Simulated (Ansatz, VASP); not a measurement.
## One calculation of Ge7I, two programs

```
Ge I
1.0
     5.22850    3.01867    2.18292
    -5.22850    3.01867    2.18292
     0.00000   -6.03735    2.18292
Ge I
7 1
Direct
  0.23971 0.76029 0.50000
  0.50000 0.23971 0.76029
  0.76029 0.50000 0.23971
  0.76029 0.23971 0.50000
  0.50000 0.76029 0.23971
  0.23971 0.50000 0.76029
  0.50000 0.50000 0.50000
  0.00000 0.00000 0.00000
```

Alike in both runs: functional PBE; k mesh 6 × 6 × 6; occupations gaussian, width 0.1 eV; no spin polarisation.

Ansatz relaxed the structure, and its values are those at the end. VASP's run is a single point on that final structure, the one shown.

|  | VASP | Ansatz |
| --- | --- | --- |
| version | VASP 6.6.1 | Ansatz 0.2.0 |
| potentials or method | VASP PAW PBE potentials, release 64 (Ge_d, I), cutoff 520 eV | scalar-relativistic, plane waves, PAW |
| valence electrons in the cell | 105 | 115 |

```csv
,VASP,Ansatz,Ansatz less VASP
gap on the k mesh at the Fermi level (eV),none,none,-
pressure (GPa),0.0,0.0,+0.01
rms of the force components (eV/Å),0.004,0.001,-0.0025
```

A gap of «none» marks a metal or a gap that the smearing closes. VASP's potentials hold 105 valence electrons a cell and Ansatz's 115, so a difference there can come from the potentials and not from the codes.

Spin-orbit coupling is off throughout.
